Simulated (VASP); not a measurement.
Crystal: NbP.

```xyz
4
Lattice="-1.6523 1.6523 5.6625 1.6523 -1.6523 5.6625 1.6523 1.6523 -5.6625" Properties=species:S:1:pos:R:3 pbc="T T T"
Nb    1.6523    0.0000    2.8299
Nb    0.0000    0.0000    5.6612
P     0.0000    1.6523    3.7684
P     0.0000    0.0000    0.9371
```

Base run:

```yaml
Program: VASP 6.6.1
Functional: r2SCAN
Potentials_or_basis: VASP PAW PBE potentials, release 64 (Nb_sv, P)
Cutoff: 520 eV
k_mesh: 11 × 11 × 11
Occupations: fermi-dirac, width 0.05 eV
Spin: no spin polarisation
```

Its results: pressure 6.3 GPa; largest force 0.010 eV/Å.

The run is repeated on the same cell with these changes: functional from r2SCAN to PBE; further incar settings from ALGO = Normal; EDIFF = 1e-06; NBANDS = 26 to ALGO = Normal; EDIFF = 1e-07; NBANDS = 26. What comes out?

Pressure 6.7 GPa; largest force 0.030 eV/Å.

Caveats: the cell stands under pressure; the PAW data sets were made with another functional, which shifts forces and pressure a little (at least some runs).
